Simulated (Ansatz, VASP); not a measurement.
Au in VASP and in Ansatz

```
Au
1.0
     0.00000    2.10246    2.10246
     2.10246    0.00000    2.10246
     2.10246    2.10246    0.00000
Au
1
Direct
  0.00000 0.00000 0.00000
```

Alike in both runs: task single point; functional r2SCAN; k mesh 18 × 18 × 18; occupations gaussian, width 0.1 eV; no spin polarisation.

|  | VASP | Ansatz |
| --- | --- | --- |
| version | VASP 6.6.1 | Ansatz 0.2.0 |
| potentials or method | VASP PAW PBE potentials, release 64 (Au), cutoff 520 eV | scalar-relativistic, plane waves, PAW |
| valence electrons in the cell | 11 | 19 |

VASP gave:

```
gap on the k mesh at the Fermi level (eV) : none
pressure (GPa)                            : -7.4
```

Task: What did Ansatz give for the same quantities?

Result: gap on the k mesh at the Fermi level (eV): none; pressure (GPa): -7.6.

VASP's potentials were made for PBE, not for r2SCAN. A gap of «none» marks a metal or a gap that the smearing closes. VASP's potentials hold 11 valence electrons a cell and Ansatz's 19, so a difference there can come from the potentials and not from the codes.

Neither program's run includes spin-orbit coupling.
